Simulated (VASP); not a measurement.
A run of VASP 6.6.1 is set up as follows.

File INCAR:

```
PREC = Accurate ; ENCUT = 600
EDIFF = 1E-7 ; ISMEAR = 0
SIGMA = 0.1 ; LREAL = F
LASPH = T ; NELM = 200
ALGO = Normal ; ISIF = 3
LWAVE = F ; LCHARG = F
GGA = PE ; IBRION = 2
NSW = 100 ; EDIFFG = -0.01
GGA_COMPAT = F ; NELMIN = 4
LMAXMIX = 6
```

KPOINTS

```
regular mesh
0
Gamma
  18 18 18
```

File POSCAR:

```
ErO
1.0
    0.0000000000      2.5984465224      2.5984465224
    2.5984465224      0.0000000000      2.5984465224
    2.5984465224      2.5984465224      0.0000000000
Er O
1 1
Direct
    0.2500000000      0.2500000000      0.2500000000
    0.0000000000      0.0000000000      0.0000000000
```

Potentials or basis: VASP PAW PBE potentials, release 64 (Er_3, O), 4f in core.

Command:

```bash
$ cat potpaw_PBE.64/Er_3/POTCAR potpaw_PBE.64/O/POTCAR > POTCAR
$ mpirun -np 1 vasp_std > vasp.out
```

Estimate the space group after relaxing (to 0.1 Å).

F-43m (No. 216).

Estimate the relaxed cell.

a = 3.692 Å, b = 3.692 Å, c = 3.692 Å, α = 60.00°, β = 60.00°, γ = 60.00°.

What does it give for the band gap on the k mesh?

Zero (an odd number of electrons rules out a gap without spin polarisation).

Final structure:
```
CELL_PARAMETERS angstrom
0.00000 2.61048 2.61048
2.61048 0.00000 2.61048
2.61048 2.61048 0.00000
ATOMIC_POSITIONS crystal
Er 0.25000 0.25000 0.25000
O 0.00000 0.00000 0.00000
```

Caveat: spin-orbit coupling is left out, which moves the levels of the heavy elements; the 4f electrons are frozen in the core, so they carry no moment and show no levels; an odd number of electrons without spin polarisation forces a metal; a magnetic or distorted state may lie lower; the run has no spin polarisation, though such a crystal can be magnetic. With open d or f shells a metallic result of PBE can be an artefact of self-interaction; +U or a hybrid may open a gap.
